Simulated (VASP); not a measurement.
The system is ZrC.

```xyz
4
Lattice="3.3915 0.0000 0.0000 -1.6957 2.9371 0.0000 0.0000 0.0000 5.2901" Properties=species:S:1:pos:R:3 pbc="T T T"
Zr    1.6957    0.9790    3.9675
Zr    0.0000    1.9581    1.3225
C     0.0000    0.0000    2.6450
C     0.0000    0.0000    0.0000
```

Base run:

- Program: VASP 6.6.1
- Functional: r2SCAN
- Potentials or basis: VASP PAW PBE potentials, release 64 (Zr_sv, C)
- Cutoff: 520 eV
- k mesh: 7 × 7 × 4
- Occupations: fermi-dirac, width 0.05 eV
- Spin: no spin polarisation

Its results: band gap on the k mesh zero (bands 16 and 17 overlap by 1.23 eV); pressure -2.1 GPa.

Question: After a change of settings the same cell gave: band gap on the k mesh zero (bands 16 and 17 overlap by 1.11 eV); pressure 1.1 GPa. Which change was it?
A. functional from r2SCAN to RPBE
B. functional from r2SCAN to r2SCAN-based global hybrid with 25 % exact exchange; k mesh from 7 × 7 × 4 to 5 × 5 × 3
C. functional from r2SCAN to LDA; potentials or basis from VASP PAW PBE potentials, release 64 (Zr_sv, C) to VASP PAW LDA potentials, release 64 (Zr_sv, C)
D. functional from r2SCAN to PBEsol; further incar settings from ALGO = Normal; EDIFF = 1e-06; NBANDS = 24 to ALGO = Normal; EDIFF = 1e-07; NBANDS = 24

Answer: A.

Caveats: the PAW data sets were made with another functional, which shifts forces and pressure a little.
